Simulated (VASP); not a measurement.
# Sn3GeTe4 (Pm) in VASP: single point with PBE

Aim: the single point of Sn3GeTe4 with PBE.

Program: VASP 6.6.1. These are calculated values, not measurements. Logs are shortened: lines on timing, memory, paths and dates and some standing lists are left out, and cuts for length are marked.

## Step 1: The cell of the first run

The structure is monoclinic, space group Pm (No. 6). Conventional cell: a = 4.565 Å, b = 4.438 Å, c = 12.747 Å, α = 90.00°, β = 91.45°, γ = 90.00°. Sn (site symmetry m) has 6 Te at 3.07 to 3.48 Å within 4.0 Å. Sn (site symmetry m) has 6 Te at 3.08 to 3.33 Å within 4.1 Å. Sn (site symmetry m) has 6 Te at 3.08 to 3.30 Å within 4.1 Å. Within 3.8 Å of Ge (site symmetry m) lie 6 Te at 2.89 to 3.52 Å. Within 4.0 Å of Te (site symmetry m) lie 5 Sn at 3.07 to 3.29 Å and 1 Ge at 3.35 Å. Within 3.8 Å of Te (site symmetry m) lie 4 Ge at 2.89 to 3.52 Å and 2 Sn at 3.08 to 3.26 Å. Te (site symmetry m) has 1 Ge at 2.89 Å and 5 Sn at 3.08 to 3.48 Å within 3.8 Å. Within 4.1 Å of Te (site symmetry m) lie 6 Sn at 3.08 to 3.33 Å.

## Step 2: Single point, PBE

INCAR reads:

```
ALGO = Normal ; EDIFF = 1E-6
ENCUT = 520 ; GGA = PE
ISIF = 2 ; ISMEAR = 0
LASPH = T ; LCHARG = F
LREAL = F ; LWAVE = F
NBANDS = 50 ; NELM = 60
PREC = Accurate ; SIGMA = 0.1
```

KPOINTS reads:

```
k-points
0
Gamma
  4 4 2
```

POSCAR reads:

```
Sn3GeTe4
1.0
    4.5651975918      0.0000000000      0.0000000000
    0.0000000000      4.4382602219      0.0000000000
   -0.3220265251      0.0000000000     12.7424807773
Sn Ge Te
3 1 4
Direct
    0.0135047690      0.0000000000      0.9919016268
    0.5043226972      0.5000000000      0.7446860133
    0.5238848060      0.5000000000      0.2490735750
    0.0533896525      0.0000000000      0.4906168812
    0.9735359396      0.0000000000      0.7507844467
    0.4576259774      0.5000000000      0.5031680453
    0.9922581845      0.0000000000      0.2643187398
    0.4814779738      0.5000000000      0.0054506719
```

Potentials or basis: VASP PAW PBE potentials, release 64 (Sn_d, Ge_d, Te).

The run is started by

```
$ cat potpaw_PBE.64/Sn_d/POTCAR potpaw_PBE.64/Ge_d/POTCAR potpaw_PBE.64/Te/POTCAR > POTCAR
$ mpirun -np 1 vasp_std > vasp.out
```

OUTCAR:

```text
EDIFF = 1E-6
   ENCUT = 520
   GGA = PE
   ISIF = 2
   ISMEAR = 0
   LASPH = T
   LREAL = F
   NELM = 60
   PREC = Accurate

 ion  position               nearest neighbor table
   1  0.014  0.000  0.992-   5 3.07   8 3.08   8 3.08   8 3.30   8 3.30   7 3.48
   2  0.504  0.500  0.745-   6 3.08   5 3.08   5 3.08   5 3.29   5 3.29   8 3.33
   3  0.524  0.500  0.249-   7 3.08   7 3.08   8 3.11   6 3.26   7 3.30   7 3.30
   4  0.053  0.000  0.491-   6 2.89   6 2.89   7 2.89
   5  0.974  0.000  0.751-   1 3.07   2 3.08   2 3.08   2 3.29   2 3.29
   6  0.458  0.500  0.503-   4 2.89   4 2.89   2 3.08   3 3.26
   7  0.992  0.000  0.264-   4 2.89   3 3.08   3 3.08   3 3.30   3 3.30   1 3.48
   8  0.481  0.500  0.005-   1 3.08   1 3.08   3 3.11   1 3.30   1 3.30   2 3.33

  LATTYP: Found a simple monoclinic cell.
 ALAT       =     4.5651975918
 B/A-ratio  =     0.9721945508
 C/A-ratio  =     2.7921133709
 COS(beta)  =    -0.0252638200

  Lattice vectors:

 A1 = (   4.5651975918,   0.0000000000,   0.0000000000)
 A2 = (   0.0000000000,   4.4382602219,   0.0000000000)
 A3 = (  -0.3220265251,   0.0000000000,  12.7424807773)

Analysis of symmetry for initial positions (statically):
=====================================================================
 Subroutine PRICEL returns:
 Original cell was already a primitive cell.

 Routine SETGRP: Setting up the symmetry group for a
 simple monoclinic supercell.

 Subroutine GETGRP returns: Found  2 space group operations
 (whereof  2 operations were pure point group operations)
 out of a pool of  4 trial point group operations.

The static configuration has the point symmetry C_1h.

Analysis of symmetry for dynamics (positions and initial velocities):
=====================================================================
 Subroutine PRICEL returns:
 Original cell was already a primitive cell.

 Routine SETGRP: Setting up the symmetry group for a
 simple monoclinic supercell.

 Subroutine GETGRP returns: Found  2 space group operations
 (whereof  2 operations were pure point group operations)
 out of a pool of  4 trial point group operations.

The dynamic configuration has the point symmetry C_1h.

 Subroutine INISYM returns: Found  2 space group operations
 (whereof  2 operations are pure point group operations),
 and found     1 'primitive' translations

----------------------------------------------------------------------------------------

                                     Primitive cell

  volume of cell :     258.1822

[... 100 lines left out ...]
   ISYM   =      2    0-nonsym 1-usesym 2-fastsym
   POTIM  = 0.5000    time-step for ionic-motion
   TEBEG  =    0.0;   TEEND  =   0.0 temperature during run
   PSTRESS=    0.0 pullay stress
   NELECT =      80.0000    total number of electrons
   NUPDOWN=      -1.0000    fix difference up-down
   EMIN   =  10.00;   EMAX   =-10.00  energy-range for DOS
   EFERMI =   0.00;   METHOD = LEGACY
   ISMEAR =     0;   SIGMA  =   0.10  broadening in eV -4-tet -1-fermi 0-gaus
   EFERMI_NEDOS =   21; number of points for ismear=-14 and -15
   IALGO  =     38    algorithm
   IMIX   =      4    mixing-type and parameters
     AMIX     =   0.40;   BMIX     =  1.00
     AMIX_MAG =   1.60;   BMIX_MAG =  1.00
  volume/ion in A,a.u.               =      32.27       217.79
  Fermi-wavevector in a.u.,A,eV,Ry     =   1.107803  2.093445 16.697458  1.227229
  Thomas-Fermi vector in A             =   2.244322
   LORBIT       =      0    0 simple, 1 ext, 2 COOP (PROOUT), +10 PAW based schemes
   GGA     = PE    functional components
   LHFCALC =     F    Hartree Fock is set to
   AEXX    =    0.0000 exact exchange contribution
   IVDW    =     0    specifies the selected vdW correction
   LEPSILON=     F    determine dielectric tensor
   LRPA    =     F    only Hartree local field effects (RPA)
 non-spin polarized calculation
 Gauss-broadening in eV      SIGMA  =   0.10
  energy-cutoff  :      520.00
  volume of cell :      258.18
 maximum number of plane-waves:      6996
 NGX is ok and might be reduce to    36
   NGX = 17   NGY = 17   NGZ = 47

 number of electron      79.9999993 magnetization

 Free energy of the ion-electron system (eV)
  ---------------------------------------------------
  ext. energy  EPLUGINS =         0.00000000
  ---------------------------------------------------
  free energy    TOTEN  =       -30.47160966 eV

  energy without entropy =      -30.46968695  energy(sigma->0) =      -30.47064831

 E-fermi :   5.9849     XC(G=0):  -9.2517

 val. band max:        5.8791603235   @ k =   0.0000   0.5000   0.0000
 cond. band min:       6.0684878837   @ k =   0.0000   0.5000   0.0000
 fundamental gap:      0.1893275602
 Fermi energy:         5.9849175491

 k-point     1 :       0.0000    0.0000    0.0000
  band No.  band energies     occupation
      1     -19.1065      2.00000
      2     -19.1023      2.00000
      3     -19.0965      2.00000
      4     -19.0951      2.00000
      5     -19.0917      2.00000
      6     -15.8237      2.00000
[... 943 lines left out ...]
     49      10.8244      0.00000
     50      10.8561      0.00000

------------------------ aborting loop because EDIFF is reached ----------------------------------------

  FORCE on cell =-STRESS in cart. coord.  units (eV):
  Direction    XX          YY          ZZ          XY          YZ          ZX
  --------------------------------------------------------------------------------------
  -------------------------------------------------------------------------------------
  Total       -0.2459925      0.0813469     -0.5073136      0.0000000      0.0000000      0.0183003
  in kB       -1.5265325      0.5048068     -3.1481888      0.0000000      0.0000000      0.1135647
  external PRESSURE =      -1.3899715 kB  Pullay stress =       0.0000000 kB

 VOLUME and BASIS-vectors are now :
 -----------------------------------------------------------------------------
  energy-cutoff  :      520.00
  volume of cell :      258.18
      direct lattice vectors                 reciprocal lattice vectors
     4.565197592  0.000000000  0.000000000     0.219048569  0.000000000  0.005535771
     0.000000000  4.438260222  0.000000000     0.000000000  0.225313513  0.000000000
    -0.322026525  0.000000000 12.742480777     0.000000000  0.000000000  0.078477654

 POSITION                                       TOTAL-FORCE (eV/Angst)
 -----------------------------------------------------------------------------------
     -0.25777      0.00000     12.63929         0.028885      0.000000     -0.018681
      2.06252      2.21913      9.48915         0.046111      0.000000      0.023200
      2.31143      2.21913      3.17382         0.039388      0.000000     -0.015615
      0.08574      0.00000      6.25168         0.018601      0.000000     -0.009747
      4.20261      0.00000      9.56686        -0.043259      0.000000      0.037772
      1.92712      2.21913      6.41161        -0.026176      0.000000     -0.022155
      4.44474      0.00000      3.36808        -0.037307      0.000000      0.028632
      2.19629      2.21913      0.06946        -0.026244      0.000000     -0.023406
 -----------------------------------------------------------------------------------
    total drift:                               -0.000416      0.000000      0.001788

  FREE ENERGIE OF THE ION-ELECTRON SYSTEM (eV)
  ---------------------------------------------------
  free  energy   TOTEN  =       -30.4716096610 eV

  energy  without entropy=      -30.4696869498  energy(sigma->0) =      -30.47064831
```

stdout:

```text
POSCAR found type information on POSCAR SnGeTe
 POSCAR found :  3 types and       8 ions
 scaLAPACK will be used
 LDA part: xc-table for (Slater+PW92), standard interpolation
 POSCAR, INCAR and KPOINTS ok, starting setup
 FFT: planning ... GRIDC
 FFT: planning ... GRID_SOFT
 FFT: planning ... GRID
 WAVECAR not read
 entering main loop
```

Wall time 1.7 min (1 thread of Intel Xeon 6975P-C (Granite Rapids), shared host); peak memory 0.47 GiB.

What came out:

```
Free energy            : -30.4716 eV
Pressure               : -0.1 GPa
Largest force          : 0.057 eV/Å
Band gap on the k mesh : 0.19 eV
```

Forces in eV/Å, atoms in the order of the input:
```
Sn   0.029  0.000 -0.019
Sn   0.046  0.000  0.023
Sn   0.039  0.000 -0.016
Ge   0.019  0.000 -0.010
Te  -0.043  0.000  0.038
Te  -0.026  0.000 -0.022
Te  -0.037  0.000  0.029
Te  -0.026  0.000 -0.023
```

Levels at points of the mesh, in eV from the valence-band top:
| k point | band 36 | band 37 | band 38 | band 39 | band 40 | band 41 | band 42 | band 43 | band 44 | band 45 |
| --- | --- | --- | --- | --- | --- | --- | --- | --- | --- | --- |
| (0.00, 0.00, 0.00) | -2.00 | -1.87 | -1.80 | -1.63 | -1.51 | 1.88 | 1.91 | 2.25 | 2.69 | 3.04 |
| (0.50, 0.00, 0.00) | -1.48 | -1.04 | -0.63 | -0.23 | -0.01 | 0.36 | 0.62 | 0.79 | 0.81 | 0.91 |
| (0.00, 0.50, 0.00) | -1.65 | -1.17 | -0.76 | -0.22 | 0.00 | 0.19 | 0.46 | 0.66 | 0.67 | 0.85 |
| (0.50, 0.50, 0.00) | -3.32 | -3.27 | -3.19 | -0.86 | -0.63 | 1.05 | 1.14 | 2.32 | 2.38 | 4.49 |
| (0.00, 0.00, 0.50) | -2.09 | -2.06 | -2.02 | -0.95 | -0.82 | 1.44 | 1.66 | 1.92 | 2.64 | 3.08 |
| (0.50, 0.00, 0.50) | -1.53 | -0.98 | -0.49 | -0.37 | -0.33 | 0.80 | 0.85 | 0.88 | 0.95 | 0.95 |
| (0.00, 0.50, 0.50) | -1.72 | -1.22 | -0.60 | -0.57 | -0.50 | 0.60 | 0.70 | 0.72 | 0.87 | 0.89 |
| (0.50, 0.50, 0.50) | -3.54 | -2.35 | -2.26 | -2.21 | -2.17 | 2.41 | 2.75 | 2.81 | 2.91 | 3.25 |

Caveat: spin-orbit coupling is left out, which moves the levels of the heavy elements. A k mesh can miss the band edges.
